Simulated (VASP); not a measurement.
A run of VASP 6.6.1 is set up as follows.

INCAR

```
SYSTEM = BN
  ALGO = Normal
  EDIFF = 1E-6
  ENCUT = 600
  GGA = PS
  GGA_COMPAT = .FALSE.
  ISIF = 2
  ISMEAR = -1
  LASPH = .TRUE.
  LCHARG = .FALSE.
  LREAL = .FALSE.
  LWAVE = .FALSE.
  NBANDS = 16
  NELM = 120
  PREC = Accurate
  SIGMA = 0.05
```

Contents of KPOINTS:

```
k-points
0
G
  10 10 5
  0 0 0
```

The input POSCAR:

```
BN
1.0
    2.5539396017      0.0000000000      0.0000000000
   -1.2769698009      2.2117765748      0.0000000000
    0.0000000000      0.0000000000      4.2268550000
N B
2 2
Direct
    0.3333333333      0.6666666667      0.1252760000
    0.6666666667      0.3333333333      0.6252760000
    0.3333333333      0.6666666667      0.4997240000
    0.6666666667      0.3333333333      0.9997240000
```

Potentials or basis: VASP PAW PBE potentials, release 64 (N, B).

Command:

```console
$ cat potpaw_PBE.64/N/POTCAR potpaw_PBE.64/B/POTCAR > POTCAR
$ mpirun -np 1 vasp_std > vasp.out
```

Question: What does it give for the largest force?

Answer: 0.010 eV/Å.

Question: Estimate the pressure.

Answer: -5.6 GPa.

Question: Estimate the band gap on the k mesh.

Answer: 5.17 eV (least direct gap 8.14 eV).

Stress tensor (GPa, compression positive):
```
-5.43  0.00  0.00
 0.00 -5.43  0.00
 0.00  0.00 -6.06
```

Caveat: the cell stands under tension; the PAW data sets were made with another functional, which shifts forces and pressure a little. A k mesh can miss the band edges.
